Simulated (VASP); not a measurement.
A run of VASP 6.6.1 is set up as follows.

File POSCAR:

```
Cu
1.0
    0.0000000000      1.8429501765      1.8429501765
    1.8429501765      0.0000000000      1.8429501765
    1.8429501765      1.8429501765      0.0000000000
Cu
1
Direct
    0.0000000000      0.0000000000      0.0000000000
```

File INCAR.step1:

```
SYSTEM = Cu
PREC     = Accurate       ! precision mode
ENCUT    = 520            ! plane-wave cutoff, eV
ISMEAR   = -1             ! smearing method
SIGMA    = 0.05           ! smearing width, eV
LREAL    = .False.        ! projectors in reciprocal space
LASPH    = .True.         ! aspherical terms in the spheres
NELM     = 60             ! most SCF steps
NBANDS   = 12             ! bands
GGA      = PE             ! functional
ALGO     = Normal         ! electronic algorithm
EDIFF    = 1E-4           ! SCF threshold, eV
LWAVE    = .True.         ! write WAVECAR
LCHARG   = .False.        ! write CHGCAR
```

Contents of INCAR.step2:

```
SYSTEM = Cu
PREC     = Accurate       ! precision mode
ENCUT    = 520            ! plane-wave cutoff, eV
EDIFF    = 1E-6           ! SCF threshold, eV
ISMEAR   = -1             ! smearing method
SIGMA    = 0.05           ! smearing width, eV
LREAL    = .False.        ! projectors in reciprocal space
LASPH    = .True.         ! aspherical terms in the spheres
NELM     = 60             ! most SCF steps
ALGO     = Normal         ! electronic algorithm
ISIF     = 2              ! what is computed and relaxed
LWAVE    = .False.        ! write WAVECAR
LCHARG   = .True.         ! write CHGCAR
METAGGA  = R2SCAN         ! meta-GGA
LMIXTAU  = .True.       
LUSE_VDW = .True.       
IVDW_NL  = 2            
BPARAM   = 11.95        
CPARAM   = 0.0093       
LELF     = .True.         ! ELF
LVHAR    = .True.       
NBANDS   = 12             ! bands
ISTART   = 1
```

File KPOINTS:

```
Automatic mesh
0
Gamma
  13 13 13
  0 0 0
```

Potentials or basis: VASP PAW PBE potentials, release 64 (Cu).

Run with:

```bash
$ cat potpaw_PBE.64/Cu/POTCAR > POTCAR
$ cp INCAR.step1 INCAR
$ mpirun -np 1 vasp_std > vasp.out
$ cp INCAR.step2 INCAR
$ mpirun -np 1 vasp_std > vasp.out
```

(1) Estimate the pressure.

## Answers

(1) -13.0 GPa.

Caveat: the PAW data sets were made with another functional, which shifts forces and pressure a little.
